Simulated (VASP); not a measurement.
A run of VASP 6.6.1:

The input INCAR:

```
SYSTEM = ZrPdSe3
PREC     = Accurate       ! precision mode
ENCUT    = 500            ! plane-wave cutoff, eV
EDIFF    = 1E-6           ! SCF threshold, eV
ISMEAR   = 0              ! smearing method
SIGMA    = 0.1            ! smearing width, eV
LREAL    = .False.        ! projectors in reciprocal space
LASPH    = .True.         ! aspherical terms in the spheres
NELM     = 200            ! most SCF steps
ALGO     = Normal         ! electronic algorithm
ISIF     = 2              ! what is computed and relaxed
LWAVE    = .False.        ! write WAVECAR
LCHARG   = .True.         ! write CHGCAR
ISPIN    = 2              ! spin polarisation
MAGMOM   = 0 1 0 0 0      ! initial moments
LORBIT   = 11             ! projections on sites
LMAXMIX  = 4              ! l up to which the mixer works
GGA      = PE             ! functional
LELF     = .True.         ! ELF
LVHAR    = .True.       
NBANDS   = 32             ! bands
GGA_COMPAT= .False.
```

The input KPOINTS:

```
regular mesh
0
Gamma
  4 4 4
  0 0 0
```

Contents of POSCAR:

```
ZrPdSe3
1.0
    4.8560114047      0.0000000000      0.0000000000
    0.0000000000      4.8560114047      0.0000000000
    0.0000000000      0.0000000000      4.8560114047
Zr Pd Se
1 1 3
Direct
    0.0000000000      0.0000000000      0.0000000000
    0.5000000000      0.5000000000      0.5000000000
    0.0000000000      0.5000000000      0.5000000000
    0.5000000000      0.5000000000      0.0000000000
    0.5000000000      0.0000000000      0.5000000000
```

Potentials or basis: VASP PAW PBE potentials, release 64 (Zr_sv, Pd, Se).

The run is started by

```sh
$ cat potpaw_PBE.64/Zr_sv/POTCAR potpaw_PBE.64/Pd/POTCAR potpaw_PBE.64/Se/POTCAR > POTCAR
$ mpirun -np 1 vasp_std > vasp.out
```

Hardware: 1 thread of AMD EPYC 7R13 Processor (Zen 3), on a shared host.

Problem. Estimate the wall time of this run.

Solution. Wall time 59 s on 1 thread of AMD EPYC 7R13 Processor (Zen 3) (shared host), peak memory 0.23 GiB. Counts: scf iterations 16, k points 10.
